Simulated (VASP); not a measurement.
Input of a VASP 6.6.1 run:

INCAR

```
SYSTEM = Os
  PREC = Accurate
  ENCUT = 520
  EDIFF = 1E-6
  ISMEAR = -1
  SIGMA = 0.1
  LREAL = .False.
  LASPH = .True.
  NELM = 100
  ALGO = Normal
  ISIF = 2
  LWAVE = .False.
  LCHARG = .True.
  GGA = RP
  LELF = .True.
  LVHAR = .True.
  NBANDS = 24
```

The input KPOINTS:

```
regular mesh
0
Gamma
  15 15 4
  0 0 0
```

File POSCAR:

```
Os
1.0
    2.6374356987      0.0000000000      0.0000000000
   -1.3187178494      2.2840863159      0.0000000000
    0.0000000000      0.0000000000      8.4657504381
Os
4
Direct
    0.0000000000      1.0000000000      0.0000000000
    0.0000000000      1.0000000000      0.5000000000
    0.3333333333      0.6666666667      0.2500000000
    0.6666666667      0.3333333333      0.7500000000
```

Potentials or basis: VASP PAW PBE potentials, release 64 (Os).

Command:

```bash
$ cat potpaw_PBE.64/Os/POTCAR > POTCAR
$ mpirun -np 1 vasp_std > vasp.out
```

**Question.** Estimate the pressure.

**Answer.** 66.3 GPa.

**Question.** Estimate the band gap on the k mesh.

**Answer.** Zero (band 16 reaches 13.52 eV, above the bottom of band 17 at 9.36 eV).

Stress tensor (GPa, compression positive):
```
64.70  0.00  0.00
 0.00 64.70  0.00
 0.00  0.00 69.48
```

Caveat: the PAW data sets were made with another functional, which shifts forces and pressure a little; spin-orbit coupling is left out, which moves the levels of the heavy elements.
